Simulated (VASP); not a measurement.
W: single point with PBE

The system is W.

```
CELL_PARAMETERS angstrom
-1.61399 1.58234 1.58234
1.58234 -1.61399 1.58234
1.58234 1.58234 -1.61399
ATOMIC_POSITIONS crystal
W 0.00000 0.00000 0.00000
```

```yaml
Program: VASP 6.6.1
Task: single point
Functional: PBE
Potentials_or_basis: VASP PAW PBE potentials, release 64 (W_sv)
Cutoff: 520 eV
k_mesh: 15 × 15 × 15
Occupations: fermi-dirac, width 0.1 eV
Spin: no spin polarisation
```

| Item | Value |
| --- | --- |
| Pressure | 6.6 GPa |
| Band gap on the k mesh | zero (bands 7 and 8 overlap by 5.53 eV) |

Stress tensor (GPa, compression positive):
```
6.63 3.40 3.40
3.40 6.63 3.40
3.40 3.40 6.63
```

Levels at points of the mesh, in eV from the Fermi level:
| k point | band 5 | band 6 | band 7 | band 8 | band 9 | band 10 |
| --- | --- | --- | --- | --- | --- | --- |
| (0.00, 0.00, 0.00) | -9.61 | -1.57 | -1.05 | -1.05 | 2.32 | 2.32 |

It took 33 s on 1 thread of Intel(R) Xeon(R) Platinum 8259CL CPU @ 2.50GHz (Skylake/Cascade Lake) (shared host), peak memory 0.19 GiB.

Caveat: the cell stands under pressure; spin-orbit coupling is left out, which moves the levels of the heavy elements.
